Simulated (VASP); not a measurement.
# NaCl3 (Pm-3n) in VASP: a series of runs

NaCl3 is run at these levels: LDA, PBEsol+D3(BJ), PBEsol; tasks: single point.

Everything below comes from runs of VASP 6.6.1. Logs are shortened: lines on timing, memory, paths and dates and some standing lists are left out, and cuts for length are marked.

## (1) The cell of the first run

The structure is cubic, space group Pm-3n (No. 223). Conventional cell: a = 5.297 Å, b = 5.297 Å, c = 5.297 Å, α = 90.00°, β = 90.00°, γ = 90.00°. Within 3.9 Å of Na (site symmetry m-3) lie 12 Cl at 2.96 Å. Within 3.5 Å of Cl (site symmetry -4m2) lie 10 Cl at 2.65 to 3.24 Å and 4 Na at 2.96 Å.

## (2) Single point, LDA

The input, INCAR:

```
SYSTEM = NaCl3
PREC = Accurate
ENCUT = 520
EDIFF = 1E-6
ISMEAR = 1
SIGMA = 0.05
LREAL = .FALSE.
LASPH = .TRUE.
NELM = 100
ALGO = Normal
ISIF = 2
LWAVE = .FALSE.
LCHARG = .FALSE.
GGA = CA
NBANDS = 38
```

The input, KPOINTS:

```
Automatic mesh
0
G
  6 6 6
  0 0 0
```

The input, POSCAR:

```
NaCl3
1.0
    5.2974295061      0.0000000000      0.0000000000
    0.0000000000      5.2974295061      0.0000000000
    0.0000000000      0.0000000000      5.2974295061
Na Cl
2 6
Direct
    0.5000000000      0.5000000000      0.5000000000
    0.0000000000      0.0000000000      0.0000000000
    0.5000000000      0.0000000000      0.7500000000
    0.0000000000      0.2500000000      0.5000000000
    0.0000000000      0.7500000000      0.5000000000
    0.2500000000      0.5000000000      0.0000000000
    0.5000000000      0.0000000000      0.2500000000
    0.7500000000      0.5000000000      0.0000000000
```

Potentials or basis: VASP PAW LDA potentials, release 64 (Na_pv, Cl).

The run is started by

```console
$ cat potpaw_LDA.64/Na_pv/POTCAR potpaw_LDA.64/Cl/POTCAR > POTCAR
$ mpirun -np 1 vasp_std > vasp.out
```

OUTCAR:

```text
SYSTEM = NaCl3
   PREC = Accurate
   ENCUT = 520
   EDIFF = 1E-6
   ISMEAR = 1
   LREAL = .FALSE.
   LASPH = .TRUE.
   NELM = 100
   ISIF = 2
   GGA = CA

 ion  position               nearest neighbor table
   1  0.500  0.500  0.500-
   2  0.000  0.000  0.000-
   3  0.500  0.000  0.750-   7 2.65   7 2.65
   4  0.000  0.250  0.500-   5 2.65   5 2.65
   5  0.000  0.750  0.500-   4 2.65   4 2.65
   6  0.250  0.500  0.000-   8 2.65   8 2.65
   7  0.500  0.000  0.250-   3 2.65   3 2.65
   8  0.750  0.500  0.000-   6 2.65   6 2.65

  LATTYP: Found a simple cubic cell.
 ALAT       =     5.2974295061

  Lattice vectors:

 A1 = (   5.2974295061,   0.0000000000,   0.0000000000)
 A2 = (   0.0000000000,   5.2974295061,   0.0000000000)
 A3 = (   0.0000000000,   0.0000000000,   5.2974295061)

Analysis of symmetry for initial positions (statically):
=====================================================================
 Subroutine PRICEL returns:
 Original cell was already a primitive cell.

 Routine SETGRP: Setting up the symmetry group for a
 simple cubic supercell.

 Subroutine GETGRP returns: Found 48 space group operations
 (whereof 24 operations were pure point group operations)
 out of a pool of 48 trial point group operations.

The static configuration has the point symmetry T_h .
 The point group associated with its full space group is O_h .

Analysis of symmetry for dynamics (positions and initial velocities):
=====================================================================
 Subroutine PRICEL returns:
 Original cell was already a primitive cell.

 Routine SETGRP: Setting up the symmetry group for a
 simple cubic supercell.

 Subroutine GETGRP returns: Found 48 space group operations
 (whereof 24 operations were pure point group operations)
 out of a pool of 48 trial point group operations.

The dynamic configuration has the point symmetry T_h .
 The point group associated with its full space group is O_h .

 Subroutine INISYM returns: Found 48 space group operations
 (whereof 24 operations are pure point group operations),
 and found     1 'primitive' translations

----------------------------------------------------------------------------------------

                                     Primitive cell

  volume of cell :     148.6605

  direct lattice vectors                    reciprocal lattice vectors
     5.297429506  0.000000000  0.000000000     0.188770799  0.000000000  0.000000000
     0.000000000  5.297429506  0.000000000     0.000000000  0.188770799  0.000000000
     0.000000000  0.000000000  5.297429506     0.000000000  0.000000000  0.188770799

  length of vectors
     5.297429506  5.297429506  5.297429506     0.188770799  0.188770799  0.188770799

  position of ions in fractional coordinates (direct lattice)
     0.500000000  0.500000000  0.500000000
     0.000000000  0.000000000  0.000000000
     0.500000000  0.000000000  0.750000000
     0.000000000  0.250000000  0.500000000
     0.000000000  0.750000000  0.500000000
     0.250000000  0.500000000  0.000000000
     0.500000000  0.000000000  0.250000000
     0.750000000  0.500000000  0.000000000

  ion indices of the primitive-cell ions
   primitive index   ion index
                 1           1
                 2           2
                 3           3
                 4           4
                 5           5
                 6           6
                 7           7
                 8           8

----------------------------------------------------------------------------------------

 KPOINTS: Automatic mesh

Automatic generation of k-mesh.
 Grid dimensions read from file:
 generate k-points for:    6    6    6

 Generating k-lattice:

  Cartesian coordinates                     Fractional coordinates (reciprocal lattice)
     0.031461800  0.000000000  0.000000000     0.166666667  0.000000000  0.000000000
     0.000000000  0.031461800  0.000000000     0.000000000  0.166666667  0.000000000
     0.000000000  0.000000000  0.031461800     0.000000000  0.000000000  0.166666667

  Length of vectors
     0.031461800  0.031461800  0.031461800

  Shift w.r.t. Gamma in fractional coordinates (k-lattice)
     0.000000000  0.000000000  0.000000000

 Subroutine IBZKPT returns following result:
 ===========================================

 Found     20 irreducible k-points:

 Following reciprocal coordinates:
            Coordinates               Weight
  0.000000  0.000000  0.000000      1.000000
  0.166667  0.000000  0.000000      6.000000
  0.333333  0.000000  0.000000      6.000000
  0.500000  0.000000  0.000000      3.000000
  0.166667  0.166667  0.000000     12.000000
  0.333333  0.166667  0.000000     24.000000
[... 12 lines left out ...]
  0.500000  0.500000  0.333333      6.000000
  0.500000  0.500000  0.500000      1.000000
   k-points           NKPTS =     20   k-points in BZ     NKDIM =     20   number of bands    NBANDS=     38
   number of dos      NEDOS =    301   number of ions     NIONS =      8
   total plane-waves  NPLWV =  64000
   dimension x,y,z NGX =    40 NGY =   40 NGZ =   40
   dimension x,y,z NGXF=    80 NGYF=   80 NGZF=   80
   ions per type =               2   6
   NGX,Y,Z   is equivalent  to a cutoff of  12.55, 12.55, 12.55 a.u.
   NGXF,Y,Z  is equivalent  to a cutoff of  25.11, 25.11, 25.11 a.u.
 SYSTEM =  NaCl3
   PREC   = accura    normal or accurate (medium, high low for compatibility)
   ISTART =      0    job   : 0-new  1-cont  2-samecut
   ICHARG =      2    charge: 1-file 2-atom 10-const
   ISPIN  =      1    spin polarized calculation?
   LNONCOLLINEAR =      F non collinear calculations
   LSORBIT =      F    spin-orbit coupling
   LASPH  =      T    aspherical Exc in radial PAW
   ENCUT  =  520.0 eV  38.22 Ry    6.18 a.u.   9.85  9.85  9.85*2*pi/ulx,y,z
   NELM   =    100;   NELMIN=  2; NELMDL= -5     # of ELM steps
   EDIFF  = 0.1E-05   stopping-criterion for ELM
   LREAL  =      F    real-space projection
   EDIFFG = 0.1E-04   stopping-criterion for IOM
   NSW    =      0    number of steps for IOM
   IBRION =     -1    ionic relax: 0-MD 1-quasi-New 2-CG
   NFREE  =      0    steps in history (QN), initial steepest desc. (CG)
   ISIF   =      2    stress and relaxation
   ISYM   =      2    0-nonsym 1-usesym 2-fastsym
   POTIM  = 0.5000    time-step for ionic-motion
   TEBEG  =    0.0;   TEEND  =   0.0 temperature during run
   PSTRESS=    0.0 pullay stress
   NELECT =      56.0000    total number of electrons
   NUPDOWN=      -1.0000    fix difference up-down
   EMIN   =  10.00;   EMAX   =-10.00  energy-range for DOS
   EFERMI =   0.00;   METHOD = LEGACY
   ISMEAR =     1;   SIGMA  =   0.05  broadening in eV -4-tet -1-fermi 0-gaus
   EFERMI_NEDOS =   21; number of points for ismear=-14 and -15
   IALGO  =     38    algorithm
   IMIX   =      4    mixing-type and parameters
     AMIX     =   0.40;   BMIX     =  1.00
     AMIX_MAG =   1.60;   BMIX_MAG =  1.00
  volume/ion in A,a.u.               =      18.58       125.40
  Fermi-wavevector in a.u.,A,eV,Ry     =   1.182331  2.234281 19.019666  1.397906
  Thomas-Fermi vector in A             =   2.318587
   LORBIT       =      0    0 simple, 1 ext, 2 COOP (PROOUT), +10 PAW based schemes
   GGA     = CA    functional components
   LHFCALC =     F    Hartree Fock is set to
   AEXX    =    0.0000 exact exchange contribution
   IVDW    =     0    specifies the selected vdW correction
   LEPSILON=     F    determine dielectric tensor
   LRPA    =     F    only Hartree local field effects (RPA)
 non-spin polarized calculation
 Methfessel and Paxton  Order N= 1 SIGMA  =   0.05
  energy-cutoff  :      520.00
  volume of cell :      148.66
 maximum number of plane-waves:      4032
 NGX is ok and might be reduce to    40
   NGX = 19   NGY = 19   NGZ = 19

 number of electron      55.9999970 magnetization

 Free energy of the ion-electron system (eV)
  ---------------------------------------------------
  ext. energy  EPLUGINS =         0.00000000
  ---------------------------------------------------
  free energy    TOTEN  =       -21.90610723 eV

  energy without entropy =      -21.90436536  energy(sigma->0) =      -21.90552660

 E-fermi :   1.9781     XC(G=0): -10.1024

 val. band max:        1.9722553195   @ k =   0.5000   0.3333   0.3333
 cond. band min:       1.9933452191   @ k =   0.5000   0.3333   0.1667
 fundamental gap:      0.0210898996
 Fermi energy:         1.9780605008

 k-point     1 :       0.0000    0.0000    0.0000
  band No.  band energies     occupation
      1     -19.5535      2.00000
      2     -19.5535      2.00000
      3     -19.5535      2.00000
      4     -19.5487      2.00000
      5     -19.5487      2.00000
      6     -19.5487      2.00000
[... 30 lines left out ...]
     37      11.5974      0.00000
     38      11.5975      0.00000

 k-point     2 :       0.1667    0.0000    0.0000
  band No.  band energies     occupation
      1     -19.5539      2.00000
      2     -19.5531      2.00000
      3     -19.5531      2.00000
      4     -19.5498      2.00000
      5     -19.5489      2.00000
      6     -19.5489      2.00000
[... 30 lines left out ...]
     37      11.7323      0.00000
     38      11.7323      0.00000

 k-point     3 :       0.3333    0.0000    0.0000
  band No.  band energies     occupation
      1     -19.5547      2.00000
      2     -19.5523      2.00000
      3     -19.5521      2.00000
      4     -19.5521      2.00000
      5     -19.5497      2.00000
      6     -19.5497      2.00000
[... 30 lines left out ...]
     37      12.1506      0.00000
[... 617 lines left out ...]
 k-point    19 :       0.5000    0.5000    0.3333
  band No.  band energies     occupation
      1     -19.5561      2.00000
      2     -19.5561      2.00000
      3     -19.5528      2.00000
      4     -19.5528      2.00000
      5     -19.5513      2.00000
      6     -19.5511      2.00000
[... 30 lines left out ...]
     37      12.4620      0.00000
     38      12.4629      0.00000

 k-point    20 :       0.5000    0.5000    0.5000
  band No.  band energies     occupation
      1     -19.5535      2.00000
      2     -19.5535      2.00000
      3     -19.5535      2.00000
      4     -19.5535      2.00000
      5     -19.5535      2.00000
      6     -19.5535      2.00000
[... 30 lines left out ...]
     37      11.5540      0.00000
     38      11.5540      0.00000

------------------------ aborting loop because EDIFF is reached ----------------------------------------

  FORCE on cell =-STRESS in cart. coord.  units (eV):
  Direction    XX          YY          ZZ          XY          YZ          ZX
  --------------------------------------------------------------------------------------
  -------------------------------------------------------------------------------------
  Total       -0.0562182     -0.0562182     -0.0562182     -0.0000000      0.0000000     -0.0000000
  in kB       -0.6058873     -0.6058873     -0.6058873     -0.0000000      0.0000000     -0.0000000
  external PRESSURE =      -0.6058873 kB  Pullay stress =       0.0000000 kB

 VOLUME and BASIS-vectors are now :
 -----------------------------------------------------------------------------
  energy-cutoff  :      520.00
  volume of cell :      148.66
      direct lattice vectors                 reciprocal lattice vectors
     5.297429506  0.000000000  0.000000000     0.188770799  0.000000000  0.000000000
     0.000000000  5.297429506  0.000000000     0.000000000  0.188770799  0.000000000
     0.000000000  0.000000000  5.297429506     0.000000000  0.000000000  0.188770799

 POSITION                                       TOTAL-FORCE (eV/Angst)
 -----------------------------------------------------------------------------------
      2.64871      2.64871      2.64871        -0.000000     -0.000000      0.000000
      0.00000      0.00000      0.00000        -0.000000     -0.000000      0.000000
      2.64871      0.00000      3.97307        -0.000000     -0.000000      0.000000
      0.00000      1.32436      2.64871        -0.000000     -0.000000      0.000000
      0.00000      3.97307      2.64871        -0.000000      0.000000     -0.000000
      1.32436      2.64871      0.00000         0.000000     -0.000000      0.000000
      2.64871      0.00000      1.32436        -0.000000     -0.000000     -0.000000
      3.97307      2.64871      0.00000        -0.000000      0.000000     -0.000000
 -----------------------------------------------------------------------------------
    total drift:                                0.000000      0.000000     -0.000000

  FREE ENERGIE OF THE ION-ELECTRON SYSTEM (eV)
  ---------------------------------------------------
  free  energy   TOTEN  =       -21.9061072263 eV

  energy  without entropy=      -21.9043653563  energy(sigma->0) =      -21.90552660
```

Run time: 67 s. Hardware: 1 thread of Intel Xeon Platinum 8259CL at 2.50GHz (Skylake/Cascade Lake), shared host; peak memory 0.23 GiB.

What came out:

```
Free energy            : -21.9061 eV
Pressure               : -0.1 GPa
Band gap on the k mesh : zero (band 28 reaches 3.87 eV, above the bottom of band 29 at 1.32 eV)
```

## (3) Single point, PBEsol+D3(BJ)

This run uses another cell than the first one, of 18.86 Å³/atom, 1.015 times its volume.

The input, INCAR:

```
SYSTEM = NaCl3
PREC = Accurate
ENCUT = 520
EDIFF = 1E-7
ISMEAR = 1
SIGMA = 0.05
LREAL = .False.
LASPH = .True.
NELM = 80
ALGO = Normal
ISIF = 2
LWAVE = .False.
LCHARG = .False.
GGA = PS
IVDW = 12
NBANDS = 38
```

The input, KPOINTS:

```
Automatic mesh
0
Gamma
  6 6 6
  0 0 0
```

POSCAR, as its differences from that of step 2:

```diff
@@ -2,5 +2,5 @@
 1.0
-    5.2974295061      0.0000000000      0.0000000000
-    0.0000000000      5.2974295061      0.0000000000
-    0.0000000000      0.0000000000      5.2974295061
+    5.3239551951      0.0000000000      0.0000000000
+    0.0000000000      5.3239551951      0.0000000000
+    0.0000000000      0.0000000000      5.3239551951
 Na Cl
```

Potentials or basis: VASP PAW PBE potentials, release 64 (Na_pv, Cl).

The run is started by

```console
$ cat potpaw_PBE.64/Na_pv/POTCAR potpaw_PBE.64/Cl/POTCAR > POTCAR
$ mpirun -np 1 vasp_std > vasp.out
```

It took 83 s on 1 thread of Intel Xeon Platinum 8259CL at 2.50GHz (Skylake/Cascade Lake), shared host; peak memory 0.28 GiB.

It converged, with:

| Property | Result |
| --- | --- |
| Free energy | -21.3384 eV |
| Pressure | 0.0 GPa |
| Band gap on the k mesh | zero (band 28 reaches 3.82 eV, above the bottom of band 29 at 1.31 eV) |
| Dispersion energy per atom | -0.201 eV |

Levels at points of the mesh, in eV from the Fermi level:
```tsv
k point	band 26	band 27	band 28	band 29	band 30	band 31
(0.00, 0.00, 0.00)	-0.32	-0.32	1.86	1.86	1.86	6.12
(0.50, 0.00, 0.00)	-0.72	-0.09	-0.09	1.85	1.85	6.79
(0.50, 0.50, 0.00)	-0.59	-0.07	-0.07	0.12	1.84	7.75
(0.50, 0.50, 0.50)	-0.95	-0.65	-0.65	-0.65	-0.65	9.25
```

Caveat: the PAW data sets were made with another functional, which shifts forces and pressure a little; pairwise dispersion overbinds metals, which lowers pressure and volume.

(Continued in part 2 of 2.)
